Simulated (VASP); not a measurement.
# AlFe2 (Fd-3m) in VASP: further runs, part 2 of 2

VASP 6.6.1. Earlier steps stand in the parts before.

## Step 4: Single point, PBEsol, collinear spin, ferromagnetic start

This run uses another cell than the first one, of 13.80 Å³/atom.

INCAR reads:

```
SYSTEM = AlFe2
PREC     = Accurate       ! precision mode
ENCUT    = 520            ! plane-wave cutoff, eV
EDIFF    = 1E-7           ! SCF threshold, eV
ISMEAR   = 0              ! smearing method
SIGMA    = 0.1            ! smearing width, eV
LREAL    = .False.        ! projectors in reciprocal space
LASPH    = .True.         ! aspherical terms in the spheres
NELM     = 150            ! most SCF steps
ALGO     = Normal         ! electronic algorithm
ISIF     = 2              ! what is computed and relaxed
LWAVE    = .False.        ! write WAVECAR
LCHARG   = .False.        ! write CHGCAR
ISPIN    = 2              ! spin polarisation
MAGMOM   = 0 0 4 4 4 4    ! initial moments
LORBIT   = 11             ! projections on sites
LMAXMIX  = 4              ! l up to which the mixer works
GGA      = PS             ! functional
NBANDS   = 32             ! bands
```

KPOINTS reads:

```
Automatic mesh
0
Gamma
  10 10 10
  0 0 0
```

POSCAR reads:

```
AlFe2
1.0
    0.0000000000      3.4594958351      3.4594958351
    3.4594958351      0.0000000000      3.4594958351
    3.4594958351      3.4594958351      0.0000000000
Al Fe
2 4
Direct
    0.2500000000      0.2500000000      0.2500000000
    0.0000000000      0.0000000000      0.0000000000
    0.6250000000      0.1250000000      0.6250000000
    0.6250000000      0.6250000000      0.1250000000
    0.1250000000      0.6250000000      0.6250000000
    0.6250000000      0.6250000000      0.6250000000
```

Started as:

```sh
$ cat potpaw_PBE.64/Al/POTCAR potpaw_PBE.64/Fe/POTCAR > POTCAR
$ mpirun -np 1 vasp_std > vasp.out
```

It took 5.4 min on 1 thread of Intel Xeon Platinum 8259CL at 2.50GHz (Skylake/Cascade Lake), shared host; peak memory 0.35 GiB.

The run converged. Its results:

```yaml
Free_energy: -44.0161 eV
Pressure: -15.8 GPa
Net_moment: 8.32 μB per cell
Site_moments: Al -0.05; Fe +2.13 μB
Valence_electrons_inside_the_program's_atomic_spheres: Al 0.70; Fe 7.21
```

Levels at points of the mesh, in eV from the Fermi level:
Spin up:
```
           k point  band 19  band 20  band 21  band 22  band 23  band 24  band 25  band 26  band 27  band 28
(0.00, 0.00, 0.00)    -0.26    -0.26    -0.26    -0.12     0.39     0.39     0.39     2.83     2.83     2.83
(0.50, 0.00, 0.00)    -1.14    -0.96    -0.96     0.24     0.24     0.39     0.97     1.59     2.76     2.76
(0.50, 0.50, 0.00)    -1.03    -1.03    -1.01    -1.01    -0.30    -0.30     0.76     0.76     7.12     7.12
```
Spin down:
```
           k point  band 11  band 12  band 13  band 14  band 15  band 16  band 17  band 18  band 19  band 20
(0.00, 0.00, 0.00)    -0.19    -0.19    -0.19    -0.18     1.18     1.18     1.18     1.27     1.27     1.27
(0.50, 0.00, 0.00)    -1.09    -0.91    -0.50    -0.50    -0.26    -0.26     1.12     1.19     1.19     1.35
(0.50, 0.50, 0.00)    -0.91    -0.91    -0.39    -0.39    -0.33    -0.33     0.18     0.18     1.20     1.20
```

Caveat: the cell stands under tension; the PAW data sets were made with another functional, which shifts forces and pressure a little.

## Step 5: Single point, PBEsol, collinear spin, zero start

INCAR reads:

```
SYSTEM = AlFe2
PREC     = Accurate       ! precision mode
ENCUT    = 520            ! plane-wave cutoff, eV
EDIFF    = 1E-6           ! SCF threshold, eV
ISMEAR   = 0              ! smearing method
SIGMA    = 0.1            ! smearing width, eV
LREAL    = .FALSE.        ! projectors in reciprocal space
LASPH    = .TRUE.         ! aspherical terms in the spheres
NELM     = 150            ! most SCF steps
ALGO     = Fast           ! electronic algorithm
ISIF     = 2              ! what is computed and relaxed
LWAVE    = .FALSE.        ! write WAVECAR
LCHARG   = .TRUE.         ! write CHGCAR
ISPIN    = 2              ! spin polarisation
MAGMOM   = 0 0 0 0 0 0    ! initial moments
LORBIT   = 11             ! projections on sites
NUPDOWN  = 0.0            ! fixed moment
LMAXMIX  = 4              ! l up to which the mixer works
GGA      = PS             ! functional
LELF     = .TRUE.         ! ELF
LVHAR    = .TRUE.       
NBANDS   = 32             ! bands
```

KPOINTS reads:

```
regular mesh
0
G
  10 10 10
  0 0 0
```

Edit POSCAR of step 4 so:

```diff
@@ -2,5 +2,5 @@
 1.0
-    0.0000000000      3.4594958351      3.4594958351
-    3.4594958351      0.0000000000      3.4594958351
-    3.4594958351      3.4594958351      0.0000000000
+    0.0000000000      3.3513150000      3.3513150000
+    3.3513150000      0.0000000000      3.3513150000
+    3.3513150000      3.3513150000      0.0000000000
 Al Fe
```

Started as:

```sh
$ cat potpaw_PBE.64/Al/POTCAR potpaw_PBE.64/Fe/POTCAR > POTCAR
$ mpirun -np 1 vasp_std > vasp.out
```

Run time: 3.3 min. Hardware: 1 thread of AMD EPYC 9R45 (Zen 5), shared host; peak memory 0.31 GiB.

The run converged. Its results:

```yaml
Free_energy: -43.8026 eV
Pressure: -16.7 GPa
Net_moment: 0.00 μB per cell
Valence_electrons_inside_the_program's_atomic_spheres: Al 0.70; Fe 7.42
```

Caveat: the cell stands under tension; the PAW data sets were made with another functional, which shifts forces and pressure a little; the total moment is fixed, so each spin has its own Fermi level.

## Step 6: Single point, PBEsol, collinear spin, ferromagnetic start

This run uses another cell than the first one, of 10.04 Å³/atom.

INCAR reads:

```
PREC = Accurate
ENCUT = 520
EDIFF = 1E-6
ISMEAR = 0
SIGMA = 0.1
LREAL = F
LASPH = T
NELM = 150
ALGO = Normal
ISIF = 2
LWAVE = F
LCHARG = F
ISPIN = 2
MAGMOM = 0 0 4 4 4 4
LORBIT = 11
LMAXMIX = 4
GGA = PS
NBANDS = 32
```

KPOINTS reads:

```
regular mesh
0
Gamma
  10 10 10
```

Edit POSCAR of step 5 so:

```diff
@@ -2,5 +2,5 @@
 1.0
-    0.0000000000      3.3513150000      3.3513150000
-    3.3513150000      0.0000000000      3.3513150000
-    3.3513150000      3.3513150000      0.0000000000
+    0.0000000000      3.1110852564      3.1110852564
+    3.1110852564      0.0000000000      3.1110852564
+    3.1110852564      3.1110852564      0.0000000000
 Al Fe
```

Potentials or basis: VASP PAW PBE potentials, release 64 (Al, Fe).

Started as:

```sh
$ cat potpaw_PBE.64/Al/POTCAR potpaw_PBE.64/Fe/POTCAR > POTCAR
$ mpirun -np 1 vasp_std > vasp.out
```

It took 2.3 min on 1 thread of AMD EPYC 9R45 (Zen 5), shared host; peak memory 0.28 GiB.

Results (log left out):

| Quantity | Value |
| --- | --- |
| Free energy | -43.4754 eV |
| Pressure | 42.0 GPa |
| Net moment | 3.65 μB per cell |
| Site moments | Al -0.04; Fe +0.94 μB |
| Valence electrons inside the program's atomic spheres | Al 0.82; Fe 8.01 |

Levels at points of the mesh, in eV from the Fermi level:
Spin up:
| k point | band 18 | band 19 | band 20 | band 21 | band 22 | band 23 | band 24 | band 25 |
| --- | --- | --- | --- | --- | --- | --- | --- | --- |
| (0.00, 0.00, 0.00) | -0.56 | -0.56 | -0.53 | -0.53 | 0.69 | 1.56 | 1.56 | 1.56 |
| (0.50, 0.00, 0.00) | -0.65 | -0.65 | -0.45 | -0.45 | 0.83 | 0.83 | 1.56 | 1.93 |
| (0.50, 0.50, 0.00) | -2.09 | -0.54 | -0.54 | -0.51 | -0.51 | 0.58 | 0.58 | 1.85 |
Spin down:
| k point | band 14 | band 15 | band 16 | band 17 | band 18 | band 19 | band 20 | band 21 | band 22 | band 23 |
| --- | --- | --- | --- | --- | --- | --- | --- | --- | --- | --- |
| (0.00, 0.00, 0.00) | 0.40 | 0.40 | 0.40 | 0.50 | 0.50 | 0.50 | 0.67 | 0.67 | 0.70 | 2.45 |
| (0.50, 0.00, 0.00) | -1.75 | -1.55 | -1.55 | 0.36 | 0.36 | 0.40 | 0.71 | 0.71 | 1.49 | 1.49 |
| (0.50, 0.50, 0.00) | -1.60 | -1.50 | -1.50 | -1.10 | -1.10 | 0.44 | 0.44 | 0.67 | 0.67 | 1.33 |

Caveat: the cell stands under pressure; the PAW data sets were made with another functional, which shifts forces and pressure a little.

## Step 7: Single point, PBEsol, collinear spin, ferromagnetic start

INCAR reads:

```
ALGO = Fast ; EDIFF = 1E-6
ENCUT = 520 ; GGA = PS
ISIF = 2 ; ISMEAR = 0
ISPIN = 2 ; LASPH = True
LCHARG = True ; LELF = True
LMAXMIX = 4 ; LORBIT = 11
LREAL = False ; LVHAR = True
LWAVE = False ; MAGMOM = 0 0 4 4 4 4
NBANDS = 32 ; NELM = 150
PREC = Accurate ; SIGMA = 0.1
```

KPOINTS reads:

```
k-points
0
Gamma
  10 10 10
```

Edit POSCAR of step 6 so:

```diff
@@ -2,5 +2,5 @@
 1.0
-    0.0000000000      3.1110852564      3.1110852564
-    3.1110852564      0.0000000000      3.1110852564
-    3.1110852564      3.1110852564      0.0000000000
+    0.0000000000      3.3513150000      3.3513150000
+    3.3513150000      0.0000000000      3.3513150000
+    3.3513150000      3.3513150000      0.0000000000
 Al Fe
```

Started as:

```sh
$ cat potpaw_PBE.64/Al/POTCAR potpaw_PBE.64/Fe/POTCAR > POTCAR
$ mpirun -np 1 vasp_std > vasp.out
```

Run time: 2.6 min. Hardware: 1 thread of AMD EPYC 9R45 (Zen 5), shared host; peak memory 0.31 GiB.

Results (log left out):

```
Free energy                                           : -44.5794 eV
Pressure                                              : -7.4 GPa
Net moment                                            : 6.84 μB per cell
Site moments                                          : Al -0.05; Fe +1.77 μB
Valence electrons inside the program's atomic spheres : Al 0.72; Fe 7.41
```

Levels at points of the mesh, in eV from the Fermi level:
Spin up:
```csv
k point,band 21,band 22,band 23,band 24,band 25,band 26
"(0.00, 0.00, 0.00)",-0.33,0.11,0.78,0.78,0.78,3.20
"(0.50, 0.00, 0.00)",-0.76,0.42,0.42,0.78,1.25,2.16
"(0.50, 0.50, 0.00)",-0.82,-0.82,-0.01,-0.01,1.11,1.11
```
Spin down:
```csv
k point,band 12,band 13,band 14,band 15,band 16,band 17,band 18,band 19,band 20,band 21
"(0.00, 0.00, 0.00)",-0.30,-0.30,0.06,1.03,1.03,1.03,1.10,1.10,1.10,1.20
"(0.50, 0.00, 0.00)",-1.26,-0.81,-0.81,-0.57,-0.57,0.96,1.02,1.02,1.22,1.22
"(0.50, 0.50, 0.00)",-1.27,-0.69,-0.69,-0.63,-0.63,-0.12,-0.12,1.05,1.05,1.20
```

Caveat: the cell stands under tension; the PAW data sets were made with another functional, which shifts forces and pressure a little.

## Step 8: Overview

| spin | fixed moment (μB) | cell | gap on the mesh (eV) | pressure (GPa) | moment (μB) |
| --- | --- | --- | --- | --- | --- |
| collinear, ferromagnetic start | 17.5 | a = 4.739 Å, angles 60.0°, 6 atoms | - | 44.6 | 17.50 |
| collinear, ferromagnetic start | 20.0 | a = 4.739 Å, angles 60.0°, 6 atoms | - | 63.6 | 20.00 |
| collinear, ferromagnetic start | - | a = 4.892 Å, angles 60.0°, 6 atoms | none | -15.8 | 8.32 |
| collinear, zero start | 0.0 | a = 4.739 Å, angles 60.0°, 6 atoms | - | -16.7 | 0.00 |
| collinear, ferromagnetic start | - | a = 4.400 Å, angles 60.0°, 6 atoms | none | 42.0 | 3.65 |
| collinear, ferromagnetic start | - | a = 4.739 Å, angles 60.0°, 6 atoms | none | -7.4 | 6.84 |

Alike in all rows: task single point; level PBEsol; potentials or basis VASP PAW PBE potentials, release 64 (Al, Fe); k mesh 10 × 10 × 10; cutoff (eV) 520; smearing gaussian 0.1 eV.

Caveats: the PAW data sets were made with another functional, which shifts forces and pressure a little; the cell stands under pressure (at least some runs); the cell stands under tension (at least some runs); the moment is held away from its start (at least some runs); the total moment is fixed, so each spin has its own Fermi level and the state may be an excited one (at least some runs); the total moment is fixed, so each spin has its own Fermi level (at least some runs).

Total energies depend on the potentials used, so only differences within one code and one set of settings carry meaning.
